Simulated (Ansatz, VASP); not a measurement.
# One calculation of SrO, two programs

```
Sr O
1.0
     3.48752    0.00000    0.00000
    -1.74376    3.02028    0.00000
     0.00000    0.00000    6.08656
Sr O
2 2
Cartesian
  0.0000 2.0135 1.5322
  1.7438 1.0068 4.5755
  0.0000 0.0000 -0.0577
  0.0000 0.0000 2.9856
```

Change from the starting cell: mode 8 frozen in at -0.059 Å, equal normal strain along x, y and z -0.0250.

Alike in both runs: task single point; functional PBE; k mesh 9 × 9 × 4; occupations gaussian, width 0.05 eV; no spin polarisation.

|  | VASP | Ansatz |
| --- | --- | --- |
| version | VASP 6.6.1 | Ansatz 0.2.0 |
| potentials or method | VASP PAW PBE potentials, release 64 (Sr_sv, O), cutoff 520 eV | scalar-relativistic, plane waves, PAW |
| valence electrons in the cell | 32 | 32 |

Ansatz gave:

```
gap on the k mesh at the Fermi level (eV)                     : 3.18
least direct gap on the mesh (eV)                             : 3.42
pressure (GPa)                                                : 7.5
traceless stress, the component that is largest in VASP (GPa) : 0.76
rms of the force components (eV/Å)                            : 0.124
```

Task: Estimate VASP's values.

Result: gap on the k mesh at the Fermi level (eV): 3.14; least direct gap on the mesh (eV): 3.38; pressure (GPa): 8.2; traceless stress, the component that is largest in VASP (GPa): 0.75; rms of the force components (eV/Å): 0.132.

Atom by atom the forces differ by 0.008 eV/Å (rms over components).
